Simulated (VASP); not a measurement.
Set up this calculation in VASP 6.6.1, as the native input.

```yaml
Task: relaxation of cell and atoms
Functional: BLYP
Dispersion: D4
Potentials_or_basis: VASP PAW PBE potentials, release 64 (Te, Ti_sv)
Cutoff: 600 eV
k_mesh: 8 × 8 × 4
Occupations: fermi-dirac, width 0.05 eV
Spin: no spin polarisation
Dipole_correction: no
Further_INCAR_settings: ALGO = Normal; EDIFF = 1e-06; IBRION = 2; EDIFFG = -0.01; NSW = 60; ISIF = 3
```

The structure of TiTe2 lies in POSCAR:

```
TiTe2
1.0
    3.7770000000      0.0000000000      0.0000000000
   -1.8885000000      3.2709779501      0.0000000000
    0.0000000000      0.0000000000      6.4980000000
Te Ti
2 1
Direct
    0.3333333333      0.6666666667      0.7372000000
    0.6666666667      0.3333333333      0.2628000000
    0.0000000000      0.0000000000      0.0000000000
```

These files were run (other wordings do the same):

INCAR

```
SYSTEM = TiTe2
PREC     = Accurate       ! precision mode
ENCUT    = 600            ! plane-wave cutoff, eV
EDIFF    = 1E-6           ! SCF threshold, eV
ISMEAR   = -1             ! smearing method
SIGMA    = 0.05           ! smearing width, eV
LREAL    = .FALSE.        ! projectors in reciprocal space
LASPH    = .TRUE.         ! aspherical terms in the spheres
NELM     = 60             ! most SCF steps
ALGO     = Normal         ! electronic algorithm
ISIF     = 3              ! what is computed and relaxed
LWAVE    = .FALSE.        ! write WAVECAR
LCHARG   = .FALSE.        ! write CHGCAR
GGA      = B5             ! functional
ALDAX    = 1.0          
AGGAX    = 1.0          
AGGAC    = 1.0          
ALDAC    = 0.0          
IVDW     = 13             ! dispersion correction
VDW_S6   = 1.0          
VDW_S8   = 2.34076671   
VDW_A1   = 0.44488865   
VDW_A2   = 4.0933009    
IBRION   = 2              ! ionic algorithm
NSW      = 60             ! ionic steps
EDIFFG   = -0.01          ! ionic threshold
```

KPOINTS

```
Automatic mesh
0
G
  8 8 4
  0 0 0
```

Potentials or basis: VASP PAW PBE potentials, release 64 (Te, Ti_sv).

Launch:

```bash
$ cat potpaw_PBE.64/Te/POTCAR potpaw_PBE.64/Ti_sv/POTCAR > POTCAR
$ mpirun -np 1 vasp_std > vasp.out
```

It gave:

| Item | Value |
| --- | --- |
| Relaxed volume | 27.20 Å³/atom |
| Relaxed cell | a = 3.818 Å, b = 3.818 Å, c = 6.463 Å, α = 90.00°, β = 90.00°, γ = 120.00° |
| Space group after relaxing (to 0.05 Å) | P-3m1 (No. 164) |
| Energy gained by relaxing | 2.0 meV/atom |
| Ionic steps | 5 |
| Pressure after relaxing | 0.0 GPa |
| Largest force after relaxing | 0.005 eV/Å |
| Band gap on the k mesh | zero (band 12 reaches 7.47 eV, above the bottom of band 13 at 6.88 eV) |
| Dispersion energy per atom | -0.783 eV |

Caveat: the PAW data sets were made with another functional, which shifts forces and pressure a little; spin-orbit coupling is left out, which moves the levels of the heavy elements.

Run time: 8.3 min on 1 thread of AMD EPYC 7R13 (shared host), peak memory 0.23 GiB.
